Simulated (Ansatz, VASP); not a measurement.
## One calculation of MgS, two programs

```xyz
2
Lattice="0.0000 2.5909 2.5909 2.5909 0.0000 2.5909 2.5909 2.5909 0.0000" Properties=species:S:1:pos:R:3 pbc="T T T"
Mg    0.0000    0.0000    0.0000
S     2.5909    2.5909    2.5909
```

Alike in both runs: functional PBEsol; k mesh 8 × 8 × 8; occupations gaussian, width 0.02 eV; no spin polarisation.

Ansatz relaxed the structure, and its values are those at the end. VASP's run is a single point on that final structure, the one shown.

|  | VASP | Ansatz |
| --- | --- | --- |
| version | VASP 6.6.1 | Ansatz 0.2.0 |
| potentials or method | VASP PAW PBE potentials, release 64 (Mg, S), cutoff 600 eV | scalar-relativistic, plane waves, PAW |
| valence electrons in the cell | 8 | 16 |

```csv
,VASP,Ansatz,Ansatz less VASP
gap on the k mesh at the Fermi level (eV),2.73,2.73,-0.003
least direct gap on the mesh (eV),3.69,3.69,0.000
pressure (GPa),-0.2,0.0,+0.19
```

VASP's potentials were made for PBE, not for PBEsol. VASP's potentials hold 8 valence electrons a cell and Ansatz's 16, so a difference there can come from the potentials and not from the codes.
